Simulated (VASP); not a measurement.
A run of VASP 6.6.1 is set up as follows.

Contents of INCAR:

```
SYSTEM = ZnS
ALGO = Normal ; EDIFF = 1E-8
ENCUT = 400 ; GGA = PE
GGA_COMPAT = .FALSE. ; ISIF = 2
ISMEAR = -1 ; LASPH = .TRUE.
LCHARG = .FALSE. ; LEFG = .TRUE.
LREAL = .FALSE. ; LWAVE = .FALSE.
NBANDS = 66 ; NELM = 120
PREC = Accurate ; SIGMA = 0.01
```

File KPOINTS:

```
k-points
0
G
  8 8 2
  0 0 0
```

POSCAR

```
ZnS
1.0
    3.8120000000      0.0000000000      0.0000000000
   -1.9060000000      3.3012888392      0.0000000000
    0.0000000000      0.0000000000     18.6899900000
Zn S
6 6
Direct
    0.0000000000      0.0000000000      0.0000000000
    0.0000000000      0.0000000000      0.5000000000
    0.3333333333      0.6666666667      0.1666700000
    0.6666666667      0.3333333333      0.6666700000
    0.6666666667      0.3333333333      0.3333300000
    0.3333333333      0.6666666667      0.8333300000
    0.0000000000      0.0000000000      0.1250000000
    0.0000000000      0.0000000000      0.6250000000
    0.3333333333      0.6666666667      0.2916700000
    0.6666666667      0.3333333333      0.7916700000
    0.6666666667      0.3333333333      0.4583300000
    0.3333333333      0.6666666667      0.9583300000
```

Potentials or basis: VASP PAW PBE potentials, release 64 (Zn, S).

Command:

```bash
$ cat potpaw_PBE.64/Zn/POTCAR potpaw_PBE.64/S/POTCAR > POTCAR
$ mpirun -np 1 vasp_std > vasp.out
```

Q: Estimate the band gap on the k mesh.

A: 2.17 eV.

Q: Estimate the pressure.

A: 2.0 GPa.

Q: Predict the largest force.

A: 0.030 eV/Å.

Forces in eV/Å, atoms in the order of the input:
```
Zn   0.000  0.000 -0.003
Zn   0.000  0.000 -0.003
Zn   0.000  0.000  0.014
Zn   0.000  0.000  0.014
Zn   0.000  0.000  0.003
Zn   0.000  0.000  0.003
S    0.000  0.000  0.024
S    0.000  0.000  0.024
S    0.000  0.000 -0.007
S    0.000  0.000 -0.007
S    0.000  0.000 -0.030
S    0.000  0.000 -0.030
```

Caveat: without QUAD_EFG the Cq values of the log hold for a quadrupole moment of 1 mb, not for the nuclei. As with any semilocal functional, this PBE gap is likely too small.
